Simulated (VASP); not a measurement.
Runs of VASP 6.6.1 on SnS2. The structure is that of space group P-3m1 (No. 164), or close to it. The cells are those of the table. 

```csv
task,cell,k mesh,cutoff (eV),gap on the mesh (eV),largest force (eV/Å)
single point,"a = 3.665, b = 3.665, c = 22.900 Å, angles 90.0, 90.0, 120.0°, 3 atoms",12 × 12 × 1,400,(a),0.01
relaxation of the atoms,"atoms relaxed from a = 3.665, b = 3.665, c = 22.968 Å, angles 90.0, 90.0, 120.0°, 3 atoms",9 × 9 × 1,450,1.63,0.01
single point,"a = 3.598, b = 3.598, c = 22.900 Å, angles 90.0, 90.0, 120.0°, 3 atoms",12 × 12 × 1,400,1.72,0.68
single point,"a = 3.665, b = 3.665, c = 22.968 Å, angles 90.0, 90.0, 120.0°, 3 atoms",9 × 9 × 1,400,1.63,0.01
```

Alike in all rows: level PBE+D3(BJ); potentials or basis VASP PAW PBE potentials, release 64 (S, Sn_d); no spin polarisation; smearing gaussian 0.05 eV.

Problem. Estimate the missing entries.

Solution. (a) 1.57.

Caveats: spin-orbit coupling is left out, which moves the levels of the heavy elements; the relaxation stopped at its first step, so nothing moved (some runs).

A k mesh can miss the band edges, and the runs leave out spin-orbit coupling on Sn.
